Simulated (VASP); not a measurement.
# PbS (Cmcm) in VASP: further runs

PbS is run at these levels: LDA, r2SCAN+rVV10, r2SCAN, PBE; tasks: single point.

Everything below comes from runs of VASP 6.6.1. Logs are shortened: lines on timing, memory, paths and dates and some standing lists are left out, and cuts for length are marked.

## 1. The cell of the first run

It takes space group Cmcm (No. 63, orthorhombic). Conventional cell: a = 4.127 Å, b = 11.739 Å, c = 4.260 Å, α = 90.00°, β = 90.00°, γ = 90.00°. Pb (site symmetry m2m) has 5 S at 2.68 to 2.97 Å within 3.5 Å. S (site symmetry m2m) has 5 Pb at 2.68 to 2.97 Å within 3.5 Å.

## 2. Single point, LDA

Contents of INCAR:

```
SYSTEM = PbS
  PREC = Accurate
  ENCUT = 520
  EDIFF = 1E-6
  ISMEAR = 0
  SIGMA = 0.01
  LREAL = .FALSE.
  LASPH = .TRUE.
  NELM = 60
  ALGO = Normal
  ISIF = 2
  LWAVE = .FALSE.
  LCHARG = .FALSE.
  NBANDS = 28
```

Contents of KPOINTS:

```
regular mesh
0
G
  6 6 6
  0 0 0
```

Contents of POSCAR:

```
PbS
1.0
    2.0637484134     -5.8692756837      0.0000000000
    2.0637484134      5.8692756837      0.0000000000
    0.0000000000      0.0000000000      4.2604423684
Pb S
2 2
Direct
    0.8722772593      0.1277227407      0.7500000000
    0.1277227407      0.8722772593      0.2500000000
    0.6436799881      0.3563200119      0.7500000000
    0.3563200119      0.6436799881      0.2500000000
```

Potentials or basis: VASP PAW LDA potentials, release 64 (Pb_d, S).

Command:

```bash
$ cat potpaw_LDA.64/Pb_d/POTCAR potpaw_LDA.64/S/POTCAR > POTCAR
$ mpirun -np 1 vasp_std > vasp.out
```

OUTCAR:

```text
SYSTEM = PbS
   PREC = Accurate
   ENCUT = 520
   EDIFF = 1E-6
   ISMEAR = 0
   LREAL = .FALSE.
   LASPH = .TRUE.
   NELM = 60
   ISIF = 2

 ion  position               nearest neighbor table
   1  0.872  0.128  0.750-   3 2.68   4 2.97   4 2.97   4 2.97   4 2.97   2 3.68   2 3.68   2 4.13
                             2 4.13   2 4.13   2 4.13
   2  0.128  0.872  0.250-   4 2.68   3 2.97   3 2.97   3 2.97   3 2.97   1 3.68   1 3.68   1 4.13
                             1 4.13   1 4.13   1 4.13
   3  0.644  0.356  0.750-   1 2.68   2 2.97   2 2.97   2 2.97   2 2.97
   4  0.356  0.644  0.250-   2 2.68   1 2.97   1 2.97   1 2.97   1 2.97

  LATTYP: Found a base centered orthorhombic cell.
 ALAT       =     4.1274968268
 B/A-ratio  =     2.8439879811
 C/A-ratio  =     1.0322097259

  Lattice vectors:

 A1 = (   2.0637484134,  -5.8692756837,   0.0000000000)
 A2 = (   2.0637484134,   5.8692756837,   0.0000000000)
 A3 = (   0.0000000000,   0.0000000000,   4.2604423684)

Analysis of symmetry for initial positions (statically):
=====================================================================
 Subroutine PRICEL returns:
 Original cell was already a primitive cell.

 Routine SETGRP: Setting up the symmetry group for a
 base centered orthorhombic supercell.

 Subroutine GETGRP returns: Found  8 space group operations
 (whereof  4 operations were pure point group operations)
 out of a pool of  8 trial point group operations.

The static configuration has the point symmetry C_2h.
 The point group associated with its full space group is D_2h.

Analysis of symmetry for dynamics (positions and initial velocities):
=====================================================================
 Subroutine PRICEL returns:
 Original cell was already a primitive cell.

 Routine SETGRP: Setting up the symmetry group for a
 base centered orthorhombic supercell.

 Subroutine GETGRP returns: Found  8 space group operations
 (whereof  4 operations were pure point group operations)
 out of a pool of  8 trial point group operations.

The dynamic configuration has the point symmetry C_2h.
 The point group associated with its full space group is D_2h.

 Subroutine INISYM returns: Found  8 space group operations
 (whereof  4 operations are pure point group operations),
 and found     1 'primitive' translations

----------------------------------------------------------------------------------------

                                     Primitive cell

  volume of cell :     103.2110

  direct lattice vectors                    reciprocal lattice vectors
     2.063748413 -5.869275684  0.000000000     0.242277594 -0.085189387  0.000000000
     2.063748413  5.869275684  0.000000000     0.242277594  0.085189387  0.000000000
     0.000000000  0.000000000  4.260442368     0.000000000  0.000000000  0.234717410

  length of vectors
     6.221531529  6.221531529  4.260442368     0.256818349  0.256818349  0.234717410

  position of ions in fractional coordinates (direct lattice)
     0.872277259  0.127722741  0.750000000
     0.127722741  0.872277259  0.250000000
     0.643679988  0.356320012  0.750000000
     0.356320012  0.643679988  0.250000000

  ion indices of the primitive-cell ions
   primitive index   ion index
                 1           1
                 2           2
                 3           3
                 4           4

----------------------------------------------------------------------------------------

 KPOINTS: regular mesh

Automatic generation of k-mesh.
 Grid dimensions read from file:
 generate k-points for:    6    6    6

 Generating k-lattice:

  Cartesian coordinates                     Fractional coordinates (reciprocal lattice)
     0.040379599 -0.014198231  0.000000000     0.166666667  0.000000000  0.000000000
     0.040379599  0.014198231  0.000000000     0.000000000  0.166666667  0.000000000
     0.000000000  0.000000000  0.039119568     0.000000000  0.000000000  0.166666667

  Length of vectors
     0.042803058  0.042803058  0.039119568

  Shift w.r.t. Gamma in fractional coordinates (k-lattice)
     0.000000000  0.000000000  0.000000000

 Subroutine IBZKPT returns following result:
 ===========================================

 Found     52 irreducible k-points:

 Following reciprocal coordinates:
            Coordinates               Weight
  0.000000  0.000000  0.000000      1.000000
  0.166667  0.000000  0.000000      4.000000
  0.333333  0.000000  0.000000      4.000000
  0.500000 -0.000000  0.000000      2.000000
  0.166667  0.166667  0.000000      2.000000
  0.333333  0.166667  0.000000      4.000000
[... 16 lines left out ...]
  0.333333  0.333333  0.166667      4.000000
  0.500000  0.333333  0.166667      8.000000
 [... further k-points ...]
   k-points           NKPTS =     52   k-points in BZ     NKDIM =     52   number of bands    NBANDS=     28
   number of dos      NEDOS =    301   number of ions     NIONS =      4
   total plane-waves  NPLWV =  73728
   dimension x,y,z NGX =    48 NGY =   48 NGZ =   32
   dimension x,y,z NGXF=    96 NGYF=   96 NGZF=   64
   ions per type =               2   2
   NGX,Y,Z   is equivalent  to a cutoff of  12.83, 12.83, 12.49 a.u.
   NGXF,Y,Z  is equivalent  to a cutoff of  25.65, 25.65, 24.97 a.u.
 SYSTEM =  PbS
   PREC   = accura    normal or accurate (medium, high low for compatibility)
   ISTART =      0    job   : 0-new  1-cont  2-samecut
   ICHARG =      2    charge: 1-file 2-atom 10-const
   ISPIN  =      1    spin polarized calculation?
   LNONCOLLINEAR =      F non collinear calculations
   LSORBIT =      F    spin-orbit coupling
   LASPH  =      T    aspherical Exc in radial PAW
   ENCUT  =  520.0 eV  38.22 Ry    6.18 a.u.  11.57 11.57  7.92*2*pi/ulx,y,z
   NELM   =     60;   NELMIN=  2; NELMDL= -5     # of ELM steps
   EDIFF  = 0.1E-05   stopping-criterion for ELM
   LREAL  =      F    real-space projection
   EDIFFG = 0.1E-04   stopping-criterion for IOM
   NSW    =      0    number of steps for IOM
   IBRION =     -1    ionic relax: 0-MD 1-quasi-New 2-CG
   NFREE  =      0    steps in history (QN), initial steepest desc. (CG)
   ISIF   =      2    stress and relaxation
   ISYM   =      2    0-nonsym 1-usesym 2-fastsym
   POTIM  = 0.5000    time-step for ionic-motion
   TEBEG  =    0.0;   TEEND  =   0.0 temperature during run
   PSTRESS=    0.0 pullay stress
   NELECT =      40.0000    total number of electrons
   NUPDOWN=      -1.0000    fix difference up-down
   EMIN   =  10.00;   EMAX   =-10.00  energy-range for DOS
   EFERMI =   0.00;   METHOD = LEGACY
   ISMEAR =     0;   SIGMA  =   0.01  broadening in eV -4-tet -1-fermi 0-gaus
   EFERMI_NEDOS =   21; number of points for ismear=-14 and -15
   IALGO  =     38    algorithm
   IMIX   =      4    mixing-type and parameters
     AMIX     =   0.40;   BMIX     =  1.00
     AMIX_MAG =   1.60;   BMIX_MAG =  1.00
  volume/ion in A,a.u.               =      25.80       174.13
  Fermi-wavevector in a.u.,A,eV,Ry     =   1.193584  2.255546 19.383429  1.424642
  Thomas-Fermi vector in A             =   2.329594
   LORBIT       =      0    0 simple, 1 ext, 2 COOP (PROOUT), +10 PAW based schemes
   GGA     = CA    functional components
   LHFCALC =     F    Hartree Fock is set to
   AEXX    =    0.0000 exact exchange contribution
   IVDW    =     0    specifies the selected vdW correction
   LEPSILON=     F    determine dielectric tensor
   LRPA    =     F    only Hartree local field effects (RPA)
 non-spin polarized calculation
 Gauss-broadening in eV      SIGMA  =   0.01
  energy-cutoff  :      520.00
  volume of cell :      103.21
 maximum number of plane-waves:      2810
 NGX is ok and might be reduce to    48
   NGX = 23   NGY = 23   NGZ = 15

 number of electron      40.0000008 magnetization

 Free energy of the ion-electron system (eV)
  ---------------------------------------------------
  ext. energy  EPLUGINS =         0.00000000
  ---------------------------------------------------
  free energy    TOTEN  =       -19.83094541 eV

  energy without entropy =      -19.83094541  energy(sigma->0) =      -19.83094541

 E-fermi :   5.1289     XC(G=0): -10.0933

 val. band max:        5.0571048069   @ k =   0.5000   0.5000   0.3333
 cond. band min:       6.0849193444   @ k =   0.5000   0.5000   0.0000
 fundamental gap:      1.0278145375
 Fermi energy:         5.1288895992

 k-point     1 :       0.0000    0.0000    0.0000
  band No.  band energies     occupation
      1     -11.3270      2.00000
      2     -11.2187      2.00000
      3     -11.2148      2.00000
      4     -11.1977      2.00000
      5     -11.1593      2.00000
      6     -11.1586      2.00000
[... 20 lines left out ...]
     27      11.0764      0.00000
     28      12.0055      0.00000

 k-point     2 :       0.1667    0.0000    0.0000
  band No.  band energies     occupation
      1     -11.3095      2.00000
      2     -11.2119      2.00000
      3     -11.2105      2.00000
      4     -11.1826      2.00000
      5     -11.1693      2.00000
      6     -11.1620      2.00000
[... 20 lines left out ...]
     27      11.5094      0.00000
     28      12.4965      0.00000

 k-point     3 :       0.3333    0.0000    0.0000
  band No.  band energies     occupation
      1     -11.2696      2.00000
      2     -11.2087      2.00000
      3     -11.2049      2.00000
      4     -11.1901      2.00000
      5     -11.1691      2.00000
      6     -11.1644      2.00000
[... 20 lines left out ...]
     27      12.9057      0.00000
     28      13.0236      0.00000

 k-point     4 :       0.5000   -0.0000    0.0000
  band No.  band energies     occupation
      1     -11.2370      2.00000
      2     -11.2201      2.00000
      3     -11.2080      2.00000
      4     -11.2017      2.00000
      5     -11.1742      2.00000
      6     -11.1641      2.00000
[... 578 lines left out ...]
     27      11.0162      0.00000
     28      12.5915      0.00000

 k-point    23 :       0.3333    0.3333    0.1667
  band No.  band energies     occupation
      1     -11.2666      2.00000
      2     -11.2279      2.00000
      3     -11.2089      2.00000
      4     -11.1820      2.00000
      5     -11.1715      2.00000
      6     -11.1652      2.00000
[... 20 lines left out ...]
     27      12.0730      0.00000
     28      12.8956      0.00000

 k-point    24 :       0.5000    0.3333    0.1667
  band No.  band energies     occupation
      1     -11.2906      2.00000
      2     -11.2108      2.00000
      3     -11.1926      2.00000
      4     -11.1841      2.00000
      5     -11.1711      2.00000
      6     -11.1636      2.00000
[... 20 lines left out ...]
     27      12.2029      0.00000
     28      12.8103      0.00000

 [... further k-points ...]
[... 5 lines left out ...]
  --------------------------------------------------------------------------------------
  -------------------------------------------------------------------------------------
  Total       -1.7875980     -1.4389332     -1.9357585      0.0000000      0.0000000      0.0000000
  in kB      -27.7494566    -22.3370211    -30.0494007      0.0000000      0.0000000      0.0000000
  external PRESSURE =     -26.7119595 kB  Pullay stress =       0.0000000 kB

 VOLUME and BASIS-vectors are now :
 -----------------------------------------------------------------------------
  energy-cutoff  :      520.00
  volume of cell :      103.21
      direct lattice vectors                 reciprocal lattice vectors
     2.063748413 -5.869275684  0.000000000     0.242277594 -0.085189387  0.000000000
     2.063748413  5.869275684  0.000000000     0.242277594  0.085189387  0.000000000
     0.000000000  0.000000000  4.260442368     0.000000000  0.000000000  0.234717410

 POSITION                                       TOTAL-FORCE (eV/Angst)
 -----------------------------------------------------------------------------------
      2.06375     -4.37000      3.19533         0.000000      0.086093      0.000000
      2.06375      4.37000      1.06511         0.000000     -0.086093     -0.000000
      2.06375     -1.68659      3.19533         0.000000     -0.013810     -0.000000
      2.06375      1.68659      1.06511         0.000000      0.013810      0.000000
 -----------------------------------------------------------------------------------
    total drift:                                0.000000      0.000000     -0.000000

  FREE ENERGIE OF THE ION-ELECTRON SYSTEM (eV)
  ---------------------------------------------------
  free  energy   TOTEN  =       -19.8309454084 eV

  energy  without entropy=      -19.8309454084  energy(sigma->0) =      -19.83094541
```

Run time: 3.3 min. Hardware: 1 thread of AMD EPYC 7R13, shared host; peak memory 0.25 GiB.

Results:

```yaml
Free_energy: -19.8309 eV
Pressure: -2.7 GPa
Largest_force: 0.086 eV/Å
Band_gap_on_the_k_mesh: 1.03 eV (least direct gap 1.17 eV)
```

Forces on the atoms (eV/Å):
```
Pb   0.000  0.086  0.000
Pb   0.000 -0.086  0.000
S    0.000 -0.014  0.000
S    0.000  0.014  0.000
```

Stress tensor (GPa, compression positive):
```
-2.77  0.00  0.00
 0.00 -2.23  0.00
 0.00  0.00 -3.00
```

Caveat: spin-orbit coupling is left out, which moves the levels of the heavy elements. A k mesh can miss the band edges.

[end of part 1 of 2]
